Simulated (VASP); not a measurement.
# BiTe (Fm-3m) in VASP: a series of runs

BiTe is run at these levels: PBEsol; tasks: single point, relaxation of cell and atoms.

Program: VASP 6.6.1. These are calculated values, not measurements. Logs are shortened: lines on timing, memory, paths and dates and some standing lists are left out, and cuts for length are marked.

**1. The cell of the first run**

It takes space group Fm-3m (No. 225, cubic). Conventional cell: a = 6.114 Å, b = 6.114 Å, c = 6.114 Å, α = 90.00°, β = 90.00°, γ = 90.00°. Bi (site symmetry m-3m) has 6 Te at 3.06 Å within 4.0 Å. Te (site symmetry m-3m) has 6 Bi at 3.06 Å within 4.0 Å.

**2. Single point, PBEsol**

The input, INCAR:

```
SYSTEM = BiTe
ALGO = Normal
EDIFF = 1E-6
ENCUT = 520
GGA = PS
ISIF = 2
ISMEAR = -1
LASPH = .True.
LCHARG = .False.
LREAL = .False.
LWAVE = .False.
NBANDS = 18
NELM = 100
PREC = Accurate
SIGMA = 0.05
```

The input, KPOINTS:

```
k-points
0
Gamma
  7 7 7
  0 0 0
```

The input, POSCAR:

```
BiTe
1.0
    0.0000000000      3.0572179260      3.0572179260
    3.0572179260      0.0000000000      3.0572179260
    3.0572179260      3.0572179260      0.0000000000
Bi Te
1 1
Direct
    0.0000000000      0.0000000000      0.0000000000
    0.5000000000      0.5000000000      0.5000000000
```

Potentials or basis: VASP PAW PBE potentials, release 64 (Bi_d, Te).

Command:

```
> cat potpaw_PBE.64/Bi_d/POTCAR potpaw_PBE.64/Te/POTCAR > POTCAR
> mpirun -np 1 vasp_std > vasp.out
```

OUTCAR:

```text
SYSTEM = BiTe
   EDIFF = 1E-6
   ENCUT = 520
   GGA = PS
   ISIF = 2
   ISMEAR = -1
   LASPH = .True.
   LREAL = .False.
   NELM = 100
   PREC = Accurate

 ion  position               nearest neighbor table
   1  0.000  0.000  0.000-   2 3.06   2 3.06   2 3.06   2 3.06   2 3.06   2 3.06
   2  0.500  0.500  0.500-   1 3.06   1 3.06   1 3.06   1 3.06   1 3.06   1 3.06

  LATTYP: Found a face centered cubic cell.
 ALAT       =     6.1144358520

  Lattice vectors:

 A1 = (   0.0000000000,   3.0572179260,   3.0572179260)
 A2 = (   3.0572179260,   0.0000000000,   3.0572179260)
 A3 = (   3.0572179260,   3.0572179260,   0.0000000000)

Analysis of symmetry for initial positions (statically):
=====================================================================
 Subroutine PRICEL returns:
 Original cell was already a primitive cell.

 Routine SETGRP: Setting up the symmetry group for a
 face centered cubic supercell.

 Subroutine GETGRP returns: Found 48 space group operations
 (whereof 48 operations were pure point group operations)
 out of a pool of 48 trial point group operations.

The static configuration has the point symmetry O_h .

Analysis of symmetry for dynamics (positions and initial velocities):
=====================================================================
 Subroutine PRICEL returns:
 Original cell was already a primitive cell.

 Routine SETGRP: Setting up the symmetry group for a
 face centered cubic supercell.

 Subroutine GETGRP returns: Found 48 space group operations
 (whereof 48 operations were pure point group operations)
 out of a pool of 48 trial point group operations.

The dynamic configuration has the point symmetry O_h .

 Subroutine INISYM returns: Found 48 space group operations
 (whereof 48 operations are pure point group operations),
 and found     1 'primitive' translations

----------------------------------------------------------------------------------------

                                     Primitive cell

  volume of cell :      57.1491

  direct lattice vectors                    reciprocal lattice vectors
     0.000000000  3.057217926  3.057217926    -0.163547386  0.163547386  0.163547386
     3.057217926  0.000000000  3.057217926     0.163547386 -0.163547386  0.163547386
     3.057217926  3.057217926  0.000000000     0.163547386  0.163547386 -0.163547386

  length of vectors
     4.323559054  4.323559054  4.323559054     0.283272382  0.283272382  0.283272382

  position of ions in fractional coordinates (direct lattice)
     0.000000000  0.000000000  0.000000000
     0.500000000  0.500000000  0.500000000

  ion indices of the primitive-cell ions
   primitive index   ion index
                 1           1
                 2           2

----------------------------------------------------------------------------------------

 KPOINTS: k-points

Automatic generation of k-mesh.
 Grid dimensions read from file:
 generate k-points for:    7    7    7

 Generating k-lattice:

  Cartesian coordinates                     Fractional coordinates (reciprocal lattice)
    -0.023363912  0.023363912  0.023363912     0.142857143  0.000000000  0.000000000
     0.023363912 -0.023363912  0.023363912     0.000000000  0.142857143  0.000000000
     0.023363912  0.023363912 -0.023363912     0.000000000  0.000000000  0.142857143

  Length of vectors
     0.040467483  0.040467483  0.040467483

  Shift w.r.t. Gamma in fractional coordinates (k-lattice)
     0.000000000  0.000000000  0.000000000

 Subroutine IBZKPT returns following result:
 ===========================================

 Found     20 irreducible k-points:

 Following reciprocal coordinates:
            Coordinates               Weight
  0.000000  0.000000  0.000000      1.000000
  0.142857  0.000000  0.000000      8.000000
  0.285714  0.000000  0.000000      8.000000
  0.428571  0.000000  0.000000      8.000000
  0.142857  0.142857  0.000000      6.000000
  0.285714  0.142857  0.000000     24.000000
[... 12 lines left out ...]
 -0.428571  0.428571  0.142857     24.000000
 -0.285714  0.428571  0.142857     24.000000
   k-points           NKPTS =     20   k-points in BZ     NKDIM =     20   number of bands    NBANDS=     18
   number of dos      NEDOS =    301   number of ions     NIONS =      2
   total plane-waves  NPLWV =  32768
   dimension x,y,z NGX =    32 NGY =   32 NGZ =   32
   dimension x,y,z NGXF=    64 NGYF=   64 NGZF=   64
   ions per type =               1   1
   NGX,Y,Z   is equivalent  to a cutoff of  12.30, 12.30, 12.30 a.u.
   NGXF,Y,Z  is equivalent  to a cutoff of  24.61, 24.61, 24.61 a.u.
 SYSTEM =  BiTe
   PREC   = accura    normal or accurate (medium, high low for compatibility)
   ISTART =      0    job   : 0-new  1-cont  2-samecut
   ICHARG =      2    charge: 1-file 2-atom 10-const
   ISPIN  =      1    spin polarized calculation?
   LNONCOLLINEAR =      F non collinear calculations
   LSORBIT =      F    spin-orbit coupling
   LASPH  =      T    aspherical Exc in radial PAW
   ENCUT  =  520.0 eV  38.22 Ry    6.18 a.u.   8.04  8.04  8.04*2*pi/ulx,y,z
   NELM   =    100;   NELMIN=  2; NELMDL= -5     # of ELM steps
   EDIFF  = 0.1E-05   stopping-criterion for ELM
   LREAL  =      F    real-space projection
   EDIFFG = 0.1E-04   stopping-criterion for IOM
   NSW    =      0    number of steps for IOM
   IBRION =     -1    ionic relax: 0-MD 1-quasi-New 2-CG
   NFREE  =      0    steps in history (QN), initial steepest desc. (CG)
   ISIF   =      2    stress and relaxation
   ISYM   =      2    0-nonsym 1-usesym 2-fastsym
   POTIM  = 0.5000    time-step for ionic-motion
   TEBEG  =    0.0;   TEEND  =   0.0 temperature during run
   PSTRESS=    0.0 pullay stress
   NELECT =      21.0000    total number of electrons
   NUPDOWN=      -1.0000    fix difference up-down
   EMIN   =  10.00;   EMAX   =-10.00  energy-range for DOS
   EFERMI =   0.00;   METHOD = LEGACY
   ISMEAR =    -1;   SIGMA  =   0.05  broadening in eV -4-tet -1-fermi 0-gaus
   EFERMI_NEDOS =   21; number of points for ismear=-14 and -15
   IALGO  =     38    algorithm
   IMIX   =      4    mixing-type and parameters
     AMIX     =   0.40;   BMIX     =  1.00
     AMIX_MAG =   1.60;   BMIX_MAG =  1.00
  volume/ion in A,a.u.               =      28.57       192.83
  Fermi-wavevector in a.u.,A,eV,Ry     =   1.172586  2.215867 18.707452  1.374959
  Thomas-Fermi vector in A             =   2.309013
   LORBIT       =      0    0 simple, 1 ext, 2 COOP (PROOUT), +10 PAW based schemes
   GGA     = PS    functional components
   LHFCALC =     F    Hartree Fock is set to
   AEXX    =    0.0000 exact exchange contribution
   IVDW    =     0    specifies the selected vdW correction
   LEPSILON=     F    determine dielectric tensor
   LRPA    =     F    only Hartree local field effects (RPA)
 non-spin polarized calculation
  energy-cutoff  :      520.00
  volume of cell :       57.15
 maximum number of plane-waves:      1553
   NGX = 17   NGY = 17   NGZ = 17

 number of electron      20.9999993 magnetization

 Free energy of the ion-electron system (eV)
  ---------------------------------------------------
  ext. energy  EPLUGINS =         0.00000000
  ---------------------------------------------------
  free energy    TOTEN  =        -7.73466143 eV

  energy without entropy =       -7.71714543  energy(sigma->0) =       -7.72590343

 E-fermi :   8.8067     XC(G=0): -10.3622

 val. band max:        8.7993548968   @ k =  -0.1429   0.1429   0.0000
 cond. band min:       8.8306521624   @ k =  -0.1429   0.1429   0.0000
 fundamental gap:      0.0312972656
 Fermi energy:         8.8066840326

 k-point     1 :       0.0000    0.0000    0.0000
  band No.  band energies     occupation
      1     -14.4660      2.00000
      2     -14.4660      2.00000
      3     -14.4487      2.00000
      4     -14.4487      2.00000
      5     -14.4487      2.00000
      6      -6.1359      2.00000
[... 10 lines left out ...]
     17      14.6445      0.00000
     18      15.5477      0.00000

 k-point     2 :       0.1429    0.0000    0.0000
  band No.  band energies     occupation
      1     -14.4678      2.00000
      2     -14.4678      2.00000
      3     -14.4482      2.00000
      4     -14.4465      2.00000
      5     -14.4465      2.00000
      6      -5.9106      2.00000
[... 10 lines left out ...]
     17      16.2233      0.00000
     18      16.7355      0.00000

 k-point     3 :       0.2857    0.0000    0.0000
  band No.  band energies     occupation
      1     -14.4725      2.00000
      2     -14.4725      2.00000
      3     -14.4470      2.00000
      4     -14.4405      2.00000
      5     -14.4405      2.00000
      6      -5.2432      2.00000
[... 10 lines left out ...]
     17      18.9801      0.00000
     18      19.1549      0.00000

 k-point     4 :       0.4286    0.0000    0.0000
  band No.  band energies     occupation
      1     -14.4766      2.00000
      2     -14.4766      2.00000
      3     -14.4460      2.00000
      4     -14.4354      2.00000
      5     -14.4354      2.00000
      6      -4.1741      2.00000
[... 291 lines left out ...]
      4     -14.4378      2.00000
      5     -14.4313      2.00000
      6      -3.7398      2.00000
[... 10 lines left out ...]
     17      18.3053      0.00000
     18      19.7822      0.00000

 k-point    19 :      -0.4286    0.4286    0.1429
  band No.  band energies     occupation
      1     -14.4951      2.00000
      2     -14.4624      2.00000
      3     -14.4512      2.00000
      4     -14.4326      2.00000
      5     -14.4274      2.00000
      6      -3.6821      2.00000
[... 10 lines left out ...]
     17      18.8856      0.00000
     18      19.5899      0.00000

 k-point    20 :      -0.2857    0.4286    0.1429
  band No.  band energies     occupation
      1     -14.4908      2.00000
      2     -14.4670      2.00000
      3     -14.4447      2.00000
      4     -14.4385      2.00000
      5     -14.4275      2.00000
      6      -3.1457      2.00000
[... 10 lines left out ...]
     17      18.7273      0.00000
     18      19.8588      0.00000

------------------------ aborting loop because EDIFF is reached ----------------------------------------

  FORCE on cell =-STRESS in cart. coord.  units (eV):
  Direction    XX          YY          ZZ          XY          YZ          ZX
  --------------------------------------------------------------------------------------
  -------------------------------------------------------------------------------------
  Total        3.5451190      3.5451190      3.5451190      0.0000000      0.0000000     -0.0000000
  in kB       99.3876031     99.3876031     99.3876031      0.0000000      0.0000000     -0.0000000
  external PRESSURE =      99.3876031 kB  Pullay stress =       0.0000000 kB

 VOLUME and BASIS-vectors are now :
 -----------------------------------------------------------------------------
  energy-cutoff  :      520.00
  volume of cell :       57.15
      direct lattice vectors                 reciprocal lattice vectors
     0.000000000  3.057217926  3.057217926    -0.163547386  0.163547386  0.163547386
     3.057217926  0.000000000  3.057217926     0.163547386 -0.163547386  0.163547386
     3.057217926  3.057217926  0.000000000     0.163547386  0.163547386 -0.163547386

 POSITION                                       TOTAL-FORCE (eV/Angst)
 -----------------------------------------------------------------------------------
      0.00000      0.00000      0.00000        -0.000000     -0.000000      0.000000
      3.05722      3.05722      3.05722         0.000000      0.000000     -0.000000
 -----------------------------------------------------------------------------------
    total drift:                                0.000000     -0.000000     -0.000000

  FREE ENERGIE OF THE ION-ELECTRON SYSTEM (eV)
  ---------------------------------------------------
  free  energy   TOTEN  =        -7.7346614302 eV

  energy  without entropy=       -7.7171454334  energy(sigma->0) =       -7.72590343
```

Run time: 29 s. Hardware: 1 thread of AMD EPYC 7R43 (Zen 3), shared host; peak memory 0.15 GiB.

Results:

| Property | Result |
| --- | --- |
| Free energy | -7.7347 eV |
| Pressure | 9.9 GPa |

Caveat: the PAW data sets were made with another functional, which shifts forces and pressure a little; spin-orbit coupling is left out, which moves the levels of the heavy elements.

(Part 1 of 4 ends here.)
